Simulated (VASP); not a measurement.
# TaN (P-6m2) in VASP: further runs

Runs on TaN. Level: PBE. Tasks: vibrations by perturbation theory.

Program: VASP 6.6.1. These are calculated values, not measurements. Logs are shortened: lines on timing, memory, paths and dates and some standing lists are left out, and cuts for length are marked.

### 1 The cell of the first run

The structure is hexagonal, space group P-6m2 (No. 187). Conventional cell: a = 2.906 Å, b = 2.906 Å, c = 2.861 Å, α = 90.00°, β = 90.00°, γ = 120.00°. Within 2.9 Å of Ta (site symmetry -6m2) lie 6 N at 2.20 Å and 2 Ta at 2.86 Å. N (site symmetry -6m2) has 6 Ta at 2.20 Å and 2 N at 2.86 Å within 2.9 Å.

### 2 Vibrations by perturbation theory, PBE

File INCAR:

```
  PREC = Accurate
  ENCUT = 520
  EDIFF = 1E-8
  ISMEAR = -1
  SIGMA = 0.15
  LREAL = False
  LASPH = True
  NELM = 60
  ALGO = Normal
  ISIF = 2
  LWAVE = False
  LCHARG = False
  GGA = PE
  IBRION = 8
  NSW = 1
```

File KPOINTS:

```
Automatic mesh
0
Gamma
  18 18 14
```

File POSCAR:

```
TaN
1.0
    2.9055949334      0.0000000000      0.0000000000
   -1.4527974667      2.5163190255      0.0000000000
    0.0000000000      0.0000000000      2.8607990475
Ta N
1 1
Direct
    0.3333333333      0.6666666667      0.5000000000
    0.0000000000      0.0000000000      0.0000000000
```

Potentials or basis: VASP PAW PBE potentials, release 64 (Ta_pv, N).

Launch:

```console
$ cat potpaw_PBE.64/Ta_pv/POTCAR potpaw_PBE.64/N/POTCAR > POTCAR
$ mpirun -np 1 vasp_std > vasp.out
```

OUTCAR:

```text
PREC = Accurate
   ENCUT = 520
   EDIFF = 1E-8
   ISMEAR = -1
   LREAL = False
   LASPH = True
   NELM = 60
   ISIF = 2
   GGA = PE
   IBRION = 8
   NSW = 1

 ion  position               nearest neighbor table
   1  0.333  0.667  0.500-   2 2.20   2 2.20   2 2.20   2 2.20   2 2.20   2 2.20
   2  0.000  0.000  0.000-   1 2.20   1 2.20   1 2.20   1 2.20   1 2.20   1 2.20

  LATTYP: Found a hexagonal cell.
 ALAT       =     2.9055949334
 C/A-ratio  =     0.9845828868

  Lattice vectors:

 A1 = (   2.9055949334,   0.0000000000,   0.0000000000)
 A2 = (  -1.4527974667,   2.5163190255,   0.0000000000)
 A3 = (   0.0000000000,   0.0000000000,   2.8607990475)

Analysis of symmetry for initial positions (statically):
=====================================================================
 Subroutine PRICEL returns:
 Original cell was already a primitive cell.

 Routine SETGRP: Setting up the symmetry group for a
 hexagonal supercell.

 Subroutine GETGRP returns: Found 12 space group operations
 (whereof 12 operations were pure point group operations)
 out of a pool of 24 trial point group operations.

The static configuration has the point symmetry D_3h.

Analysis of symmetry for dynamics (positions and initial velocities):
=====================================================================
 Subroutine PRICEL returns:
 Original cell was already a primitive cell.

 Routine SETGRP: Setting up the symmetry group for a
 hexagonal supercell.

 Subroutine GETGRP returns: Found 12 space group operations
 (whereof 12 operations were pure point group operations)
 out of a pool of 24 trial point group operations.

The dynamic configuration has the point symmetry D_3h.

 Subroutine INISYM returns: Found 12 space group operations
 (whereof 12 operations are pure point group operations),
 and found     1 'primitive' translations

----------------------------------------------------------------------------------------

[... 520 lines left out ...]

 VOLUME and BASIS-vectors are now :
 -----------------------------------------------------------------------------
  energy-cutoff  :      520.00
  volume of cell :       20.92
      direct lattice vectors                 reciprocal lattice vectors
     2.905594933  0.000000000  0.000000000     0.344163596  0.198702945  0.000000000
    -1.452797467  2.516319026  0.000000000     0.000000000  0.397405889  0.000000000
     0.000000000  0.000000000  2.860799048     0.000000000  0.000000000  0.349552689

 POSITION                                       TOTAL-FORCE (eV/Angst)
 -----------------------------------------------------------------------------------
     -0.00000      1.67755      1.43040        -0.000000      0.000000      0.000000
      0.00000      0.00000      0.00000         0.000000     -0.000000      0.000000
 -----------------------------------------------------------------------------------
    total drift:                                0.000000     -0.000000     -0.000000

  FREE ENERGIE OF THE ION-ELECTRON SYSTEM (eV)
  ---------------------------------------------------
  free  energy   TOTEN  =       -22.3996934420 eV

  energy  without entropy=      -22.3905184732  energy(sigma->0) =      -22.39510596

[... ionic steps 2 to 3 ...]

--------------------------------------- Ionic step        4  -------------------------------------------

------------------------ aborting loop because EDIFF is reached ----------------------------------------
[... 11 lines left out ...]
[... ionic steps 8 to 8 ...]

--------------------------------------- Ionic step        9  -------------------------------------------

 Free energy of the ion-electron system (eV)
  ---------------------------------------------------
  ---------------------------------------------------
  free energy    TOTEN  =        -0.23582565 eV

  energy without entropy =       -0.23582564

------------------------ aborting loop because EDIFF is reached ----------------------------------------

 INTERNAL STRAIN TENSOR  FOR ION    2  DIRECTION 3   (eV/Angst):
 -----------------------------------------------------------------------------
     0.00324  0.00000  0.00000
     0.00000  0.00324  0.00000
     0.00000  0.00000  0.00778

 INTERNAL STRAIN TENSOR FOR ION    2 for displacements in x,y,z  (eV/Angst):
          X           Y           Z          XY          YZ          ZX
  --------------------------------------------------------------------------------
  x     0.00000     0.00000     0.00000    -3.28456     0.00000     0.00000
  y    -3.28456     3.28456     0.00000    -0.00000     0.00000     0.00000
  z     0.00000     0.00000     0.00000     0.00000     0.00000     0.00000

 SECOND DERIVATIVES (NOT SYMMETRIZED)
 ------------------------------------
               1X          1Y          1Z          2X          2Y          2Z
  1X   -14.501723    0.000000    0.000000   14.501723    0.000000    0.000000
  1Y    -0.000000  -14.501723    0.000000    0.000000   14.501723    0.000000
  1Z     0.000000    0.000000  -16.377490    0.000000    0.000000   16.377490
  2X    14.504141    0.000000    0.000000  -14.504141    0.000000    0.000000
  2Y     0.000000   14.504141    0.000000    0.000000  -14.504141    0.000000
  2Z    -0.000000   -0.000000   16.377752    0.000000    0.000000  -16.377752

 Eigenvectors and eigenvalues of the dynamical matrix
 ----------------------------------------------------

   1 f  =   17.550185 THz   110.271068 2PiTHz  585.411174 cm-1    72.581702 meV
             X         Y         Z           dx          dy          dz
     -0.000000  1.677546  1.430400     0.000000    0.000000   -0.267988
      0.000000  0.000000  0.000000    -0.000000    0.000000    0.963422
[... 21 lines left out ...]
   6 f/i=    0.000355 THz     0.002233 2PiTHz    0.011855 cm-1     0.001470 meV
             X         Y         Z           dx          dy          dz
     -0.000000  1.677546  1.430400     0.007114    0.963401    0.000000
      0.000000  0.000000  0.000000     0.001979    0.267962    0.000000

--------------------------------------------------------------------------------------------------------

 ELASTIC MODULI CONTR FROM IONIC RELAXATION (kBar)
 Direction    XX          YY          ZZ          XY          YZ          ZX
 --------------------------------------------------------------------------------
 XX         -38.2128     38.2128      0.0000     -0.0000      0.0000      0.0000
 YY          38.2128    -38.2128      0.0000      0.0000      0.0000      0.0000
 ZZ           0.0000      0.0000      0.0000      0.0000      0.0000      0.0000
 XY          -0.0000      0.0000      0.0000    -38.2128      0.0000      0.0000
 YZ           0.0000      0.0000      0.0000      0.0000      0.0000      0.0000
 ZX           0.0000      0.0000      0.0000      0.0000      0.0000      0.0000
 --------------------------------------------------------------------------------
```

Run time: 9.6 min. Hardware: 1 thread of Intel Xeon 6975P-C (Granite Rapids), shared host; peak memory 0.78 GiB.

Results:

```
Highest phonon frequency at Γ, LO-TO splitting left out : 585 cm⁻¹
```

Phonon frequencies in cm⁻¹ (negative: imaginary):
```
              q point        frequencies
(0.000, 0.000, 0.000)  0 0 0 551 551 585
```

Caveat: the cell wasn't relaxed at this level first, which shifts response properties; spin-orbit coupling is left out, which moves the levels of the heavy elements.

### 3 Vibrations by perturbation theory, PBE

This run uses another cell than the first one, of 10.95 Å³/atom, 1.047 times its volume.

File INCAR:

```
PREC = Accurate ; ENCUT = 520
EDIFF = 1E-8 ; ISMEAR = -1
SIGMA = 0.15 ; LREAL = False
LASPH = True ; NELM = 80
ALGO = Normal ; ISIF = 2
LWAVE = False ; LCHARG = False
GGA = PE ; NBANDS = 15
IBRION = 8 ; NSW = 1
```

KPOINTS is that of step 2.

File POSCAR:

```
TaN
1.0
    2.9535542689      0.0000000000      0.0000000000
   -1.4767771345      2.5578530283      0.0000000000
    0.0000000000      0.0000000000      2.8998756712
Ta N
1 1
Direct
    0.3333333333      0.6666666667      0.5000000000
    0.0000000000      0.0000000000      0.0000000000
```

Potentials or basis: VASP PAW PBE potentials, release 64 (Ta_pv, N).

Launch:

```console
$ cat potpaw_PBE.64/Ta_pv/POTCAR potpaw_PBE.64/N/POTCAR > POTCAR
$ mpirun -np 1 vasp_std > vasp.out
```

OUTCAR:

```text
PREC = Accurate
   ENCUT = 520
   EDIFF = 1E-8
   ISMEAR = -1
   LREAL = False
   LASPH = True
   NELM = 80
   ISIF = 2
   GGA = PE
   IBRION = 8
   NSW = 1

 ion  position               nearest neighbor table
   1  0.333  0.667  0.500-   2 2.24   2 2.24   2 2.24   2 2.24   2 2.24   2 2.24
   2  0.000  0.000  0.000-   1 2.24   1 2.24   1 2.24   1 2.24   1 2.24   1 2.24

  LATTYP: Found a hexagonal cell.
 ALAT       =     2.9535542689
 C/A-ratio  =     0.9818257622

  Lattice vectors:

 A1 = (   2.9535542689,   0.0000000000,   0.0000000000)
 A2 = (  -1.4767771345,   2.5578530283,   0.0000000000)
 A3 = (   0.0000000000,   0.0000000000,   2.8998756712)

Analysis of symmetry for initial positions (statically):
=====================================================================
 Subroutine PRICEL returns:
 Original cell was already a primitive cell.

 Routine SETGRP: Setting up the symmetry group for a
 hexagonal supercell.

 Subroutine GETGRP returns: Found 12 space group operations
[... 668 lines left out ...]

 INTERNAL STRAIN TENSOR  FOR ION    2  DIRECTION 3   (eV/Angst):
 -----------------------------------------------------------------------------
     0.00315 -0.00000  0.00000
     0.00000  0.00315  0.00000
     0.00000  0.00000  0.00706

 INTERNAL STRAIN TENSOR FOR ION    2 for displacements in x,y,z  (eV/Angst):
          X           Y           Z          XY          YZ          ZX
  --------------------------------------------------------------------------------
  x     0.00000    -0.00000    -0.00000    -1.51519     0.00000     0.00000
  y    -1.51519     1.51519     0.00000    -0.00000     0.00000     0.00000
  z     0.00000     0.00000     0.00000     0.00000    -0.00000     0.00000

 SECOND DERIVATIVES (NOT SYMMETRIZED)
 ------------------------------------
               1X          1Y          1Z          2X          2Y          2Z
  1X   -12.414431    0.000000    0.000000   12.414431   -0.000000    0.000000
  1Y     0.000000  -12.414431    0.000000   -0.000000   12.414431    0.000000
  1Z    -0.000000    0.000000  -13.333701    0.000000   -0.000000   13.333701
  2X    12.414445   -0.000000    0.000000  -12.414445    0.000000    0.000000
  2Y    -0.000000   12.414445    0.000000    0.000000  -12.414445    0.000000
  2Z     0.000000    0.000000   13.322928    0.000000    0.000000  -13.322928

 Eigenvectors and eigenvalues of the dynamical matrix
 ----------------------------------------------------

   1 f  =   15.829502 THz    99.459697 2PiTHz  528.015365 cm-1    65.465532 meV
             X         Y         Z           dx          dy          dz
     -0.000000  1.705235  1.449938     0.000000    0.000000   -0.268091
      0.000000  0.000000  0.000000     0.000000    0.000000    0.963394
[... 21 lines left out ...]
   6 f/i=    0.001652 THz     0.010381 2PiTHz    0.055114 cm-1     0.006833 meV
             X         Y         Z           dx          dy          dz
     -0.000000  1.705235  1.449938     0.000000    0.000000    0.963394
      0.000000  0.000000  0.000000     0.000000    0.000000    0.268091

--------------------------------------------------------------------------------------------------------

 ELASTIC MODULI CONTR FROM IONIC RELAXATION (kBar)
 Direction    XX          YY          ZZ          XY          YZ          ZX
 --------------------------------------------------------------------------------
 XX          -5.0990      5.0990      0.0000      0.0000     -0.0000      0.0000
 YY           5.0990     -5.0990      0.0000      0.0000      0.0000     -0.0000
 ZZ           0.0000      0.0000     -0.0000     -0.0000      0.0000     -0.0000
 XY           0.0000      0.0000     -0.0000     -5.0990      0.0000     -0.0000
 YZ          -0.0000      0.0000      0.0000      0.0000     -0.0000     -0.0000
 ZX           0.0000     -0.0000     -0.0000     -0.0000     -0.0000     -0.0000
 --------------------------------------------------------------------------------
```

stdout:

```text
POSCAR found type information on POSCAR TaN
 POSCAR found :  2 types and       2 ions
 scaLAPACK will be used
 LDA part: xc-table for (Slater+PW92), standard interpolation
 POSCAR, INCAR and KPOINTS ok, starting setup
 FFT: planning ... GRIDC
 FFT: planning ... GRID_SOFT
 FFT: planning ... GRID
 WAVECAR not read
 entering main loop
 Linear response reoptimize wavefunctions to high precision
 Linear response DOF=           4
 Linear response progress:
 first order change of Fermi-energy  -0.41265E-04
 force on displaced ion       1 direction 1 : -12.414   0.000   0.000
 Linear response progress:
 first order change of Fermi-energy  -0.10522E-02
 force on displaced ion       1 direction 3 :  -0.000   0.000 -13.334
 Linear response progress:
 first order change of Fermi-energy   0.22029E-04
 force on displaced ion       2 direction 1 : -12.414   0.001   0.000
 Linear response progress:
 first order change of Fermi-energy  -0.76220E-04
 force on displaced ion       2 direction 3 :   0.000  -0.000 -13.323
 Linear response finished
```

Run time: 14 min. Hardware: 1 thread of AMD EPYC 9R45 (Zen 5), shared host; peak memory 0.89 GiB.

Results:

```yaml
Highest_phonon_frequency_at_Γ_LO-TO_splitting_left_out: 528 cm⁻¹
```

Phonon frequencies in cm⁻¹ (negative: imaginary):
```
              q point        frequencies
(0.000, 0.000, 0.000)  0 0 0 510 510 528
```

Caveat: spin-orbit coupling is left out, which moves the levels of the heavy elements.

### 4 Vibrations by perturbation theory, PBE

This run uses another cell than the first one, of 9.73 Å³/atom, 0.930 times its volume.

File INCAR:

```
ALGO     = Normal         # electronic algorithm
EDIFF    = 1E-8           # SCF threshold, eV
ENCUT    = 520            # plane-wave cutoff, eV
GGA      = PE             # functional
IBRION   = 8              # ionic algorithm
ISIF     = 2              # what is computed and relaxed
ISMEAR   = -1             # smearing method
LASPH    = T              # aspherical terms in the spheres
LCHARG   = F              # write CHGCAR
LREAL    = F              # projectors in reciprocal space
LWAVE    = F              # write WAVECAR
NBANDS   = 15             # bands
NELM     = 100            # most SCF steps
NSW      = 1              # ionic steps
PREC     = Accurate       # precision mode
SIGMA    = 0.15           # smearing width, eV
```

File KPOINTS:

```
k-points
0
Gamma
  18 18 14
```

File POSCAR:

```
TaN
1.0
    2.8318773236      0.0000000000      0.0000000000
   -1.4159386618      2.4524777026      0.0000000000
    0.0000000000      0.0000000000      2.8008981839
Ta N
1 1
Direct
    0.3333333333      0.6666666667      0.5000000000
    0.0000000000      0.0000000000      0.0000000000
```

Potentials or basis: VASP PAW PBE potentials, release 64 (Ta_pv, N).

Launch:

```console
$ cat potpaw_PBE.64/Ta_pv/POTCAR potpaw_PBE.64/N/POTCAR > POTCAR
$ mpirun -np 1 vasp_std > vasp.out
```

OUTCAR:

```text
EDIFF = 1E-8
   ENCUT = 520
   GGA = PE
   IBRION = 8
   ISIF = 2
   ISMEAR = -1
   LASPH = T
   LREAL = F
   NELM = 100
   NSW = 1
   PREC = Accurate

 ion  position               nearest neighbor table
   1  0.333  0.667  0.500-   2 2.15   2 2.15   2 2.15   2 2.15   2 2.15   2 2.15
   2  0.000  0.000  0.000-   1 2.15   1 2.15   1 2.15   1 2.15   1 2.15   1 2.15

  LATTYP: Found a hexagonal cell.
 ALAT       =     2.8318773236
 C/A-ratio  =     0.9890605644

  Lattice vectors:

 A1 = (   2.8318773236,   0.0000000000,   0.0000000000)
 A2 = (  -1.4159386618,   2.4524777026,   0.0000000000)
 A3 = (   0.0000000000,   0.0000000000,   2.8008981839)

Analysis of symmetry for initial positions (statically):
=====================================================================
 Subroutine PRICEL returns:
 Original cell was already a primitive cell.

 Routine SETGRP: Setting up the symmetry group for a
 hexagonal supercell.
[... 670 lines left out ...]

 INTERNAL STRAIN TENSOR  FOR ION    2  DIRECTION 3   (eV/Angst):
 -----------------------------------------------------------------------------
     0.00309  0.00000  0.00000
     0.00000  0.00309  0.00000
     0.00000 -0.00000  0.00963

 INTERNAL STRAIN TENSOR FOR ION    2 for displacements in x,y,z  (eV/Angst):
          X           Y           Z          XY          YZ          ZX
  --------------------------------------------------------------------------------
  x    -0.00000    -0.00000     0.00000    -6.60360     0.00000     0.00000
  y    -6.60360     6.60360     0.00000     0.00000     0.00000     0.00000
  z     0.00000     0.00000     0.00000     0.00000     0.00000     0.00000

 SECOND DERIVATIVES (NOT SYMMETRIZED)
 ------------------------------------
               1X          1Y          1Z          2X          2Y          2Z
  1X   -18.197212    0.000000    0.000000   18.197212    0.000000    0.000000
  1Y     0.000000  -18.197212    0.000000    0.000000   18.197212    0.000000
  1Z     0.000000    0.000000  -21.946420   -0.000000    0.000000   21.946420
  2X    18.190703    0.000000    0.000000  -18.190703    0.000000    0.000000
  2Y     0.000000   18.190703    0.000000    0.000000  -18.190703    0.000000
  2Z    -0.000000    0.000000   21.948076    0.000000    0.000000  -21.948076

 Eigenvectors and eigenvalues of the dynamical matrix
 ----------------------------------------------------

   1 f  =   20.316639 THz   127.653208 2PiTHz  677.690132 cm-1    84.022830 meV
             X         Y         Z           dx          dy          dz
     -0.000000  1.634985  1.400449     0.000000    0.000000   -0.267981
      0.000000  0.000000  0.000000    -0.000000    0.000000    0.963424
[... 21 lines left out ...]
   6 f/i=    0.000854 THz     0.005368 2PiTHz    0.028498 cm-1     0.003533 meV
             X         Y         Z           dx          dy          dz
     -0.000000  1.634985  1.400449     0.384111    0.883525   -0.000000
      0.000000  0.000000  0.000000     0.106865    0.245810    0.000000

--------------------------------------------------------------------------------------------------------

 ELASTIC MODULI CONTR FROM IONIC RELAXATION (kBar)
 Direction    XX          YY          ZZ          XY          YZ          ZX
 --------------------------------------------------------------------------------
 XX        -162.6959    162.6959      0.0000     -0.0000      0.0000      0.0000
 YY         162.6959   -162.6959      0.0000     -0.0000      0.0000      0.0000
 ZZ           0.0000      0.0000      0.0000      0.0000      0.0000      0.0000
 XY          -0.0000     -0.0000      0.0000   -162.6959      0.0000      0.0000
 YZ           0.0000      0.0000      0.0000      0.0000      0.0000      0.0000
 ZX           0.0000      0.0000      0.0000      0.0000      0.0000      0.0000
 --------------------------------------------------------------------------------
```

Run time: 20 min. Hardware: 1 thread of Intel Xeon Platinum 8259CL at 2.50GHz (Skylake/Cascade Lake), shared host; peak memory 0.84 GiB.

What came out:

- Highest phonon frequency at Γ, LO-TO splitting left out: 678 cm⁻¹

Phonon frequencies in cm⁻¹ (negative: imaginary):
```tsv
q point	frequencies
(0.000, 0.000, 0.000)	0 0 0 617 617 678
```

Caveat: the cell wasn't relaxed at this level first, which shifts response properties; spin-orbit coupling is left out, which moves the levels of the heavy elements.
